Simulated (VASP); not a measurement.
Input of a VASP 6.6.1 run:

File INCAR:

```
SYSTEM = SrO
ALGO = Normal
EDIFF = 1E-6
ENCUT = 520
GGA = PE
ISIF = 2
ISMEAR = -1
LASPH = .TRUE.
LCHARG = .FALSE.
LREAL = .FALSE.
LWAVE = .FALSE.
NBANDS = 15
NELM = 60
PREC = Accurate
SIGMA = 0.05
```

Contents of KPOINTS:

```
k-points
0
G
  9 9 9
  0 0 0
```

The input POSCAR:

```
SrO
1.0
    0.0000000000      2.5162106737      2.5162106737
    2.5162106737      0.0000000000      2.5162106737
    2.5162106737      2.5162106737      0.0000000000
Sr O
1 1
Direct
    0.5000000000      0.5000000000      0.5000000000
    0.0000000000      0.0000000000      0.0000000000
```

Potentials or basis: VASP PAW PBE potentials, release 64 (Sr_sv, O).

Launch:

```bash
$ cat potpaw_PBE.64/Sr_sv/POTCAR potpaw_PBE.64/O/POTCAR > POTCAR
$ mpirun -np 1 vasp_std > vasp.out
```

(1) Estimate the pressure.

(2) Predict the band gap on the k mesh.

Answers

(1) 10.8 GPa.

(2) 3.28 eV (least direct gap 3.33 eV).

Caveat: the cell stands under pressure; an odd mesh through Γ misses points on the zone boundary, where band edges can lie.
